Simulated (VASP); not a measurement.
Set up this calculation in VASP 6.6.1, as the native input.

```yaml
Task: single point
Functional: PBE
Potentials_or_basis: VASP PAW PBE potentials, release 64 (Ga_d)
Cutoff: 520 eV
k_mesh: 7 × 7 × 6
Occupations: fermi-dirac, width 0.05 eV
Spin: non-collinear spin, zero start, spin-orbit coupling
Starting_moments: "[[0.0, 0.0, 0.0], [0.0, 0.0, 0.0]] μB"
Dipole_correction: no
Further_INCAR_settings: ALGO = Fast; EDIFF = 1e-06; NBANDS = 38
```

The structure of Ga lies in POSCAR:

```
Ga
1.0
    1.3830000000     -4.0265000000      0.0000000000
    1.3830000000      4.0265000000      0.0000000000
   -0.1174474948      0.0000000000      3.3299294416
Ga
2
Direct
    0.1310000000      0.8690000000      0.7500000000
    0.8690000000      0.1310000000      0.2500000000
```

These files were run (other wordings do the same):

INCAR

```
PREC = Accurate ; ENCUT = 520
EDIFF = 1E-6 ; ISMEAR = -1
SIGMA = 0.05 ; LREAL = False
LASPH = True ; NELM = 150
ALGO = Fast ; ISIF = 2
LWAVE = False ; LCHARG = False
MAGMOM = 0 0 0 0 0 0 ; LORBIT = 11
LSORBIT = True ; GGA_COMPAT = False
LORBMOM = True ; GGA = PE
NBANDS = 38
```

KPOINTS

```
Automatic mesh
0
Gamma
  7 7 6
```

Potentials or basis: VASP PAW PBE potentials, release 64 (Ga_d).

Command:

```sh
$ cat potpaw_PBE.64/Ga_d/POTCAR > POTCAR
$ mpirun -np 1 vasp_ncl > vasp.out
```

It gave:

| Property | Result |
| --- | --- |
| Pressure | 2.2 GPa |
| Largest force | 0.148 eV/Å |
| Net moment | 0.00 μB per cell |
| Valence electrons inside the program's atomic spheres | Ga 11.57 |

Wall time 4.5 min on 1 thread of Intel(R) Xeon(R) 6975P-C (Granite Rapids), with other jobs on the host, peak memory 0.38 GiB.
